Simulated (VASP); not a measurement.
Here is a VASP 6.6.1 calculation.

INCAR

```
SYSTEM = Ta
PREC     = Accurate       ! precision mode
ENCUT    = 520            ! plane-wave cutoff, eV
EDIFF    = 1E-6           ! SCF threshold, eV
ISMEAR   = 0              ! smearing method
SIGMA    = 0.15           ! smearing width, eV
LREAL    = .False.        ! projectors in reciprocal space
LASPH    = .True.         ! aspherical terms in the spheres
NELM     = 100            ! most SCF steps
ALGO     = Fast           ! electronic algorithm
ISIF     = 2              ! what is computed and relaxed
LWAVE    = .False.        ! write WAVECAR
LCHARG   = .False.        ! write CHGCAR
GGA      = PS             ! functional
NBANDS   = 12             ! bands
```

File KPOINTS:

```
regular mesh
0
Gamma
  20 20 20
  0 0 0
```

POSCAR

```
Ta
1.0
   -1.7833824000      1.7833824000      1.5852288000
    1.7833824000     -1.7833824000      1.5852288000
    1.7833824000      1.7833824000     -1.5852288000
Ta
1
Direct
    0.0000000000      0.0000000000      0.0000000000
```

Potentials or basis: VASP PAW PBE potentials, release 64 (Ta_pv).

The run is started by

```console
$ cat potpaw_PBE.64/Ta_pv/POTCAR > POTCAR
$ mpirun -np 1 vasp_std > vasp.out
```

(1) What does it give for the pressure?

(2) Predict the band gap on the k mesh.

Results:

(1) -20.4 GPa.

(2) zero (an odd number of electrons rules out a gap without spin polarisation).

Caveat: the cell differs from its parent crystal (strain +0.080 along x and y, -0.040 along z); the cell stands under tension; the PAW data sets were made with another functional, which shifts forces and pressure a little; spin-orbit coupling is left out, which moves the levels of the heavy elements.
